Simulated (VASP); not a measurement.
# BN (Cm) in VASP: notebook

The runs below take BN through single point, with PBE+D3(BJ).

All numbers are computed with VASP 6.6.1; they aren't measurements. Logs are shortened: lines on timing, memory, paths and dates and some standing lists are left out, and cuts for length are marked.

## Step 1: The cell of the first run

It takes space group Cm (No. 8, monoclinic). Conventional cell: a = 4.341 Å, b = 2.506 Å, c = 6.597 Å, α = 90.00°, β = 90.00°, γ = 90.00°. Within 1.8 Å of B (site symmetry m) lie 2 N at 1.31 Å. B (site symmetry m) has 3 N at 1.45 Å within 1.9 Å. Within 1.9 Å of N (site symmetry m) lie 3 B at 1.45 Å. N (site symmetry m) has 2 B at 1.31 Å within 1.8 Å.

## Step 2: Single point, PBE+D3(BJ) (atom 1 (B) moved by +0.384 Å along [1 2 0] and -0.192 Å along [0 0 1])

Contents of INCAR:

```
SYSTEM = BN
  PREC = Accurate
  ENCUT = 520
  EDIFF = 1E-7
  ISMEAR = 0
  SIGMA = 0.05
  LREAL = .False.
  LASPH = .True.
  NELM = 100
  ALGO = Normal
  ISIF = 2
  LWAVE = .False.
  LCHARG = .True.
  GGA = PE
  IVDW = 12
  LELF = .True.
  LVHAR = .True.
  NBANDS = 16
```

Contents of KPOINTS:

```
Automatic mesh
0
Gamma
  12 12 4
  0 0 0
```

Contents of POSCAR:

```
BN
1.0
    2.5061233057      0.0000000000      0.0000000000
   -1.2530616528      2.1703664477      0.0000000000
    0.0000000000      0.0000000000      6.5973571420
B N
2 2
Direct
    0.0884643237      0.1769286474      0.4708974373
    0.3333333333      0.6666666667      0.0000000000
    0.0000000000      0.0000000000      0.0000000000
    0.6666666667      0.3333333333      0.5000000000
```

Potentials or basis: VASP PAW PBE potentials, release 64 (B, N).

Launch:

```console
$ cat potpaw_PBE.64/B/POTCAR potpaw_PBE.64/N/POTCAR > POTCAR
$ mpirun -np 1 vasp_std > vasp.out
```

OUTCAR:

```text
SYSTEM = BN
   PREC = Accurate
   ENCUT = 520
   EDIFF = 1E-7
   ISMEAR = 0
   LREAL = .False.
   LASPH = .True.
   NELM = 100
   ISIF = 2
   GGA = PE
   IVDW = 12
 IVDW          = 12

 ion  position               nearest neighbor table
   1  0.088  0.177  0.471-   4 1.31   4 1.31   4 1.84
   2  0.333  0.667  0.000-   3 1.45   3 1.45   3 1.45
   3  0.000  0.000  0.000-   2 1.45   2 1.45   2 1.45
   4  0.667  0.333  0.500-   1 1.31   1 1.31   1 1.84

  LATTYP: Found a hexagonal cell.
 ALAT       =     2.5061233057
 C/A-ratio  =     2.6324950281

  Lattice vectors:

 A1 = (   2.5061233057,   0.0000000000,   0.0000000000)
 A2 = (  -1.2530616528,   2.1703664477,   0.0000000000)
 A3 = (   0.0000000000,   0.0000000000,   6.5973571420)

Analysis of symmetry for initial positions (statically):
=====================================================================
 Subroutine PRICEL returns:
 Original cell was already a primitive cell.

 Routine SETGRP: Setting up the symmetry group for a
 hexagonal supercell.

 Subroutine GETGRP returns: Found  2 space group operations
 (whereof  2 operations were pure point group operations)
 out of a pool of 24 trial point group operations.

The static configuration has the point symmetry C_1h.

Analysis of symmetry for dynamics (positions and initial velocities):
=====================================================================
 Subroutine PRICEL returns:
 Original cell was already a primitive cell.

 Routine SETGRP: Setting up the symmetry group for a
 hexagonal supercell.

 Subroutine GETGRP returns: Found  2 space group operations
 (whereof  2 operations were pure point group operations)
 out of a pool of 24 trial point group operations.

The dynamic configuration has the point symmetry C_1h.

 Subroutine INISYM returns: Found  2 space group operations
 (whereof  2 operations are pure point group operations),
 and found     1 'primitive' translations

----------------------------------------------------------------------------------------

                                     Primitive cell

  volume of cell :      35.8844

  direct lattice vectors                    reciprocal lattice vectors
     2.506123306  0.000000000  0.000000000     0.399022665  0.230375843  0.000000000
    -1.253061653  2.170366448  0.000000000     0.000000000  0.460751686  0.000000000
     0.000000000  0.000000000  6.597357142     0.000000000  0.000000000  0.151575847

  length of vectors
[... 87 lines left out ...]
   LREAL  =      F    real-space projection
   EDIFFG = 0.1E-05   stopping-criterion for IOM
   NSW    =      0    number of steps for IOM
   IBRION =     -1    ionic relax: 0-MD 1-quasi-New 2-CG
   NFREE  =      0    steps in history (QN), initial steepest desc. (CG)
   ISIF   =      2    stress and relaxation
   ISYM   =      2    0-nonsym 1-usesym 2-fastsym
   POTIM  = 0.5000    time-step for ionic-motion
   TEBEG  =    0.0;   TEEND  =   0.0 temperature during run
   PSTRESS=    0.0 pullay stress
   NELECT =      16.0000    total number of electrons
   NUPDOWN=      -1.0000    fix difference up-down
   EMIN   =  10.00;   EMAX   =-10.00  energy-range for DOS
   EFERMI =   0.00;   METHOD = LEGACY
   ISMEAR =     0;   SIGMA  =   0.05  broadening in eV -4-tet -1-fermi 0-gaus
   EFERMI_NEDOS =   21; number of points for ismear=-14 and -15
   IALGO  =     38    algorithm
   IMIX   =      4    mixing-type and parameters
     AMIX     =   0.40;   BMIX     =  1.00
     AMIX_MAG =   1.60;   BMIX_MAG =  1.00
  volume/ion in A,a.u.               =       8.97        60.54
  Fermi-wavevector in a.u.,A,eV,Ry     =   1.250680  2.363443 21.282251  1.564201
  Thomas-Fermi vector in A             =   2.384663
   LORBIT       =      0    0 simple, 1 ext, 2 COOP (PROOUT), +10 PAW based schemes
   GGA     = PE    functional components
   LHFCALC =     F    Hartree Fock is set to
   AEXX    =    0.0000 exact exchange contribution
   IVDW    =    12    specifies the selected vdW correction
   LEPSILON=     F    determine dielectric tensor
   LRPA    =     F    only Hartree local field effects (RPA)
 non-spin polarized calculation
 Gauss-broadening in eV      SIGMA  =   0.05
  energy-cutoff  :      520.00
  volume of cell :       35.88
 maximum number of plane-waves:       985
   NGX =  9   NGY =  9   NGZ = 25

 number of electron      15.9999998 magnetization

 Free energy of the ion-electron system (eV)
  ---------------------------------------------------
  ext. energy  EPLUGINS =         0.00000000
  ---------------------------------------------------
  free energy    TOTEN  =       -33.24937282 eV

  energy without entropy =      -33.24937282  energy(sigma->0) =      -33.24937282

 E-fermi :   4.7514     XC(G=0): -10.1181

 val. band max:        4.4957764200   @ k =   0.0000   0.0000   0.5000
 cond. band min:       5.8665213009   @ k =   0.5000   0.0000   0.5000
 fundamental gap:      1.3707448810
 Fermi energy:         4.7513665842

 k-point     1 :       0.0000    0.0000    0.0000
  band No.  band energies     occupation
      1     -15.5805      2.00000
      2     -15.0917      2.00000
      3      -4.0438      2.00000
      4      -2.5052      2.00000
      5      -1.8017      2.00000
      6       0.7925      2.00000
[... 433 lines left out ...]
      3      -5.8267      2.00000
      4      -5.4590      2.00000
      5      -2.0619      2.00000
      6      -0.3480      2.00000
[... 8 lines left out ...]
     15      18.0881      0.00000
     16      20.2290      0.00000

 [... further k-points ...]

------------------------ aborting loop because EDIFF is reached ----------------------------------------

 Edisp (eV)   -0.57015

 E8    (eV) :    -0.1673

  FORCE on cell =-STRESS in cart. coord.  units (eV):
  Direction    XX          YY          ZZ          XY          YZ          ZX
  --------------------------------------------------------------------------------------
  -------------------------------------------------------------------------------------
  Total       7.55868     2.62768    -0.35041     0.00000     1.01762     0.00000
  in kB     337.48231   117.32162   -15.64532     0.00000    45.43506     0.00000
  external pressure =      146.39 kB  Pullay stress =        0.00 kB

 VOLUME and BASIS-vectors are now :
 -----------------------------------------------------------------------------
  energy-cutoff  :      520.00
  volume of cell :       35.88
      direct lattice vectors                 reciprocal lattice vectors
     2.506123306  0.000000000  0.000000000     0.399022665  0.230375843  0.000000000
    -1.253061653  2.170366448  0.000000000     0.000000000  0.460751686  0.000000000
     0.000000000  0.000000000  6.597357142     0.000000000  0.000000000  0.151575847

 POSITION                                       TOTAL-FORCE (eV/Angst)
 -----------------------------------------------------------------------------------
      0.00000      0.38400      3.10668        -0.000000     -5.465153      1.212382
     -0.00000      1.44691      0.00000         0.000000      0.004145     -0.167577
      0.00000      0.00000      0.00000         0.000000      0.012428      0.138730
      1.25306      0.72346      3.29868         0.000000      5.448580     -1.183535
 -----------------------------------------------------------------------------------
    total drift:                                0.000001      0.000057     -0.000214

  FREE ENERGIE OF THE ION-ELECTRON SYSTEM (eV)
  ---------------------------------------------------
  free  energy   TOTEN  =       -33.8195205341 eV

  energy  without entropy=      -33.8195205341  energy(sigma->0) =      -33.81952053
```

stdout:

```text
POSCAR found type information on POSCAR B N
 POSCAR found :  2 types and       4 ions
 scaLAPACK will be used
 LDA part: xc-table for (Slater+PW92), standard interpolation
 POSCAR, INCAR and KPOINTS ok, starting setup
 FFT: planning ... GRIDC
 FFT: planning ... GRID_SOFT
 FFT: planning ... GRID
 WAVECAR not read
 entering main loop
```

Run time: 75 s. Hardware: 1 thread of Intel Xeon 6975P-C, shared host; peak memory 0.22 GiB.

Results:

- Free energy: -33.8195 eV
- Pressure: 14.6 GPa
- Largest force: 5.598 eV/Å
- Band gap on the k mesh: 1.37 eV, indirect (least direct gap 2.64 eV)
- Dispersion energy per atom: -0.143 eV

Forces in eV/Å, atoms in the order of the input:
```
B    0.000 -5.465  1.212
B    0.000  0.004 -0.168
N    0.000  0.012  0.139
N    0.000  5.449 -1.184
```

Levels at points of the mesh, in eV from the valence-band top:
```tsv
k point	band 4	band 5	band 6	band 7	band 8	band 9	band 10	band 11	band 12	band 13
(0.00, 0.00, 0.00)	-7.00	-6.30	-3.70	-3.70	0.00	2.63	6.68	8.10	9.21	9.22
(0.50, 0.00, 0.00)	-11.11	-6.49	-3.77	-3.48	-2.68	1.44	2.85	4.79	7.36	10.36
(0.00, 0.50, 0.00)	-10.04	-8.42	-6.49	-4.37	-3.23	2.43	5.60	7.24	7.52	10.70
(0.00, 0.00, 0.50)	-7.31	-7.00	-3.70	-3.70	0.00	4.36	5.72	7.04	9.21	9.21
(0.50, 0.00, 0.50)	-11.16	-6.49	-3.79	-3.29	-2.70	1.37	2.36	4.89	7.56	11.23
(0.00, 0.50, 0.50)	-10.05	-8.42	-6.49	-4.25	-3.27	2.31	5.09	7.41	7.78	10.49
```

Caveat: the cell differs from its parent crystal (atom 1 (B) moved by +0.384 Å along [1 2 0] and -0.192 Å along [0 0 1]); forces of over 1 eV/Å act on the atoms, so gaps and moduli don't describe the material at rest. A k mesh can miss the band edges.

(Part 1 of 3 ends here.)
